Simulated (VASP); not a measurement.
Here is a VASP 6.6.1 calculation.

File POSCAR:

```
Al
1.0
    0.0000000000      2.0514502267      2.0514502267
    2.0514502267      0.0000000000      2.0514502267
    2.0514502267      2.0514502267      0.0000000000
Al
1
Direct
    0.0000000000      0.0000000000      0.0000000000
```

The input INCAR.step1:

```
PREC = Accurate
ENCUT = 520
EDIFF = 1E-5
ISMEAR = -1
SIGMA = 0.05
LREAL = F
LASPH = T
NELM = 80
ALGO = Normal
ISIF = 2
LWAVE = T
GGA = PE
NBANDS = 8
```

File INCAR.step2:

```
PREC = Accurate
ENCUT = 520
EDIFF = 1E-7
ISMEAR = -1
SIGMA = 0.05
LREAL = F
LASPH = T
NELM = 80
ALGO = Normal
ISIF = 2
LWAVE = F
LCHARG = T
METAGGA = R2SCAN
LHFCALC = T
AEXX = 0.1
LMIXTAU = T
PRECFOCK = Normal
LELF = T
LVHAR = T
ISTART = 1
NBANDS = 8
```

File KPOINTS:

```
Automatic mesh
0
Gamma
  6 6 6
```

Potentials or basis: VASP PAW PBE potentials, release 64 (Al).

Command:

```sh
$ cat potpaw_PBE.64/Al/POTCAR > POTCAR
$ cp INCAR.step1 INCAR
$ mpirun -np 1 vasp_std > vasp.out
$ cp INCAR.step2 INCAR
$ mpirun -np 1 vasp_std > vasp.out
```

Question: Estimate the pressure.

Answer: -5.9 GPa.

Caveat: the k points lie up to 0.44 Å⁻¹ apart; the PAW data sets were made with another functional, which shifts forces and pressure a little.
